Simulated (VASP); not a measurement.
# Hf2C: single point with PBE

Hf2C, a sheet with vacuum:

```xyz
3
Lattice="4.1599 0.0000 0.0000 0.0000 4.1599 0.0000 0.0000 0.0000 17.0000" Properties=species:S:1:pos:R:3 pbc="T T T"
Hf    0.0000    2.0800    7.0334
Hf    2.0800    0.0000    9.9666
C     2.0800    2.0800    8.5000
```

The cell was built from a structure type or drawn by symmetry, and may not be a known phase.

| Quantity | Value |
| --- | --- |
| Program | VASP 6.6.1 |
| Task | single point |
| Functional | PBE |
| Potentials or basis | VASP PAW PBE potentials, release 64 (Hf_pv, C) |
| Cutoff | 520 eV |
| k mesh | 4 × 4 × 1 |
| Occupations | gaussian, width 0.1 eV |
| Spin | no spin polarisation |
| Dipole correction | yes |
| Further INCAR settings | ALGO = Normal; EDIFF = 1e-07; NBANDS = 19 |

| Item | Value |
| --- | --- |
| Largest force | 3.958 eV/Å |
| Band gap on the k mesh | zero (bands 12 and 13 overlap by 0.60 eV) |

Forces in eV/Å, atoms in the order of the input:
```
Hf   0.000  0.000  3.958
Hf   0.000  0.000 -3.958
C    0.000  0.000  0.000
```

Levels at points of the mesh, in eV from the Fermi level:
| k point | band 9 | band 10 | band 11 | band 12 | band 13 | band 14 | band 15 | band 16 |
| --- | --- | --- | --- | --- | --- | --- | --- | --- |
| (0.00, 0.00, 0.00) | -2.23 | -1.73 | -1.73 | -0.97 | 0.00 | 0.10 | 0.65 | 1.36 |
| (0.50, 0.00, 0.00) | -2.40 | -1.71 | -0.71 | -0.05 | 0.06 | 0.27 | 0.77 | 0.88 |
| (0.50, 0.50, 0.00) | -2.66 | -1.09 | -0.37 | 0.58 | 0.58 | 0.63 | 0.66 | 0.74 |

Run time: 28 s on 1 thread of Intel(R) Xeon(R) 6975P-C (Granite Rapids), with other jobs on the host, peak memory 0.35 GiB.

Caveat: the k points lie up to 0.38 Å⁻¹ apart, too coarse for converged energies and pressures of a metal; spin-orbit coupling is left out, which moves the levels of the heavy elements.
